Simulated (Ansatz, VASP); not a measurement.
As: VASP beside Ansatz

```
CELL_PARAMETERS angstrom
0.00000 2.09161 2.09161
2.09161 0.00000 2.09161
2.09161 2.09161 0.00000
ATOMIC_POSITIONS crystal
As 0.00000 0.00000 0.00000
```

Alike in both runs: task relaxation of cell and atoms; functional PBE; k mesh 13 × 13 × 13; occupations fermi-dirac, width 0.1 eV; no spin polarisation.

|  | VASP | Ansatz |
| --- | --- | --- |
| version | VASP 6.6.1 | Ansatz 0.2.0 |
| potentials or method | VASP PAW PBE potentials, release 64 (As), cutoff 600 eV | plane waves (420 eV) with PAW, scalar-relativistic |
| valence electrons in the cell | 5 | 15 |

|  | VASP | Ansatz | Ansatz less VASP |
| --- | --- | --- | --- |
| relaxed volume (Å³/atom) | 19.36 | 19.34 | -0.018 |
| relaxed cell length with the largest relative difference (Å) | 3.014 | 3.013 | -0.0010 |

VASP's potentials hold 5 valence electrons a cell and Ansatz's 15, so a difference there can come from the potentials and not from the codes.
